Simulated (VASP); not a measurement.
Rh, 1 atom in the cell. Symmetry: Fm-3m, No. 225, cubic system. The conventional cell has a = 3.829 Å, b = 3.829 Å, c = 3.829 Å, α = 90.00°, β = 90.00°, γ = 90.00°. Within 3.6 Å of Rh (site symmetry m-3m) lie 12 Rh at 2.71 Å. 

* Program: VASP 6.6.1
* Task: single point
* Functional: PBE
* Potentials or basis: VASP PAW PBE potentials, release 64 (Rh_pv)
* Cutoff: 520 eV
* k mesh: 18 × 18 × 18
* Occupations: gaussian, width 0.05 eV
* Spin: non-collinear spin, zero start, spin-orbit coupling
* Starting moments: [[0.0, 0.0, 0.0]] μB
* Dipole correction: no
* Further INCAR settings: ALGO = Normal; EDIFF = 1e-06; NBANDS = 26

Potentials or basis: VASP PAW PBE potentials, release 64 (Rh_pv).

Command:

```console
$ cat potpaw_PBE.64/Rh_pv/POTCAR > POTCAR
$ mpirun -np 1 vasp_ncl > vasp.out
```

Hardware: 1 thread of Intel(R) Xeon(R) Platinum 8259CL CPU @ 2.50GHz (Skylake/Cascade Lake) (shared host).

**Question.** How long does it take, and how much memory?

**Answer.** Run time: 100 s on 1 thread of Intel(R) Xeon(R) Platinum 8259CL CPU @ 2.50GHz (Skylake/Cascade Lake), with other jobs on the host, peak memory 0.22 GiB. Counts: scf iterations 12, k points 195.
